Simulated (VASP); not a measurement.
Crystal: Hf.

```
Hf
1.0
     2.91000    0.00000    0.00000
     0.00000    2.91000    0.00000
     0.00000    0.00000    2.91000
Hf
1
Direct
  0.00000 0.00000 0.00000
```

```yaml
Program: VASP 6.6.1
Task: relaxation of cell and atoms
Functional: LDA
Potentials_or_basis: VASP PAW LDA potentials, release 64 (Hf_pv)
Cutoff: 600 eV
k_mesh: 8 × 8 × 8
Occupations: fermi-dirac, width 0.1 eV
Spin: no spin polarisation
```

At the start: pressure -6.0 GPa; volume 24.64 Å³/atom.

**Question.** Where does the relaxation end?

**Answer.** Over 3 steps the energy falls by 37.3 meV/atom and the volume is 22.75 Å³/atom (-7.7 %); space group Pm-3m (No. 221, to 0.05 Å).

The path:
```tsv
step	energy change (eV)	largest force (eV/Å)	pressure (GPa)	volume (Å³)
1	0.0000	0.0000	-5.95	24.64
2	-0.0184	0.0000	5.14	21.52
3	-0.0373	0.0000	-0.03	22.75
```

Final structure:
```yaml
crystal:
  lattice:
    - [2.83372, 0.00000, 0.00000]
    - [0.00000, 2.83372, 0.00000]
    - [0.00000, 0.00000, 2.83372]
  atoms:
    - { symbol: Hf, position: [0.00000, 0.00000, 0.00000] }
```
